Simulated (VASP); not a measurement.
Runs of VASP 6.6.1 on CsPtS. The structure is that of space group P4/mmm (No. 123), or close to it. The cells are those of the table. The cell was built from a structure type or drawn by symmetry, and may not be a known phase.

```csv
task,cell,k mesh,cutoff (eV),gap on the mesh (eV),pressure (GPa),relaxed volume (Å³/atom)
single point,"a = 3.598, b = 3.598, c = 6.267 Å, 3 atoms",6 × 6 × 4,520,none,0.1,-
single point,"a = 4.654, b = 4.654, c = 5.234 Å, 3 atoms",4 × 4 × 4,520,none,(b),-
relaxation of cell and atoms,"relaxed from a = 4.654, b = 4.654, c = 5.234 Å, 3 atoms",4 × 4 × 4,600,none,0.0,27.23
single point,"a = 3.599, b = 3.599, c = 6.267 Å, 3 atoms",14 × 14 × 8,520,none,0.1,-
single point,"a = 3.571, b = 3.571, c = 6.386 Å, 3 atoms",4 × 4 × 4,520,none,-0.1,-
relaxation of cell and atoms,"relaxed from a = 3.571, b = 3.571, c = 6.386 Å, 3 atoms",6 × 6 × 4,600,none,0.0,27.15
relaxation of cell and atoms,"relaxed from a = 3.598, b = 3.598, c = 6.267 Å, 3 atoms",14 × 14 × 8,600,none,0.0,(a)
```

Alike in all rows: level PBE; potentials or basis VASP PAW PBE potentials, release 64 (Cs_sv, Pt, S); no spin polarisation; smearing gaussian 0.1 eV.

Task: Fill in the values left out.

Result: (a) 27.17; (b) -2.4.

Caveats: some runs use coarse meshes; spin-orbit coupling is left out, which moves the levels of the heavy elements; the volume moved by over 15 % at a fixed basis, so the end points are rough (at least some runs).

A k mesh can miss the band edges, and the runs leave out spin-orbit coupling on Cs, Pt.

A gap of «none» marks levels without a gap at the run's occupations.
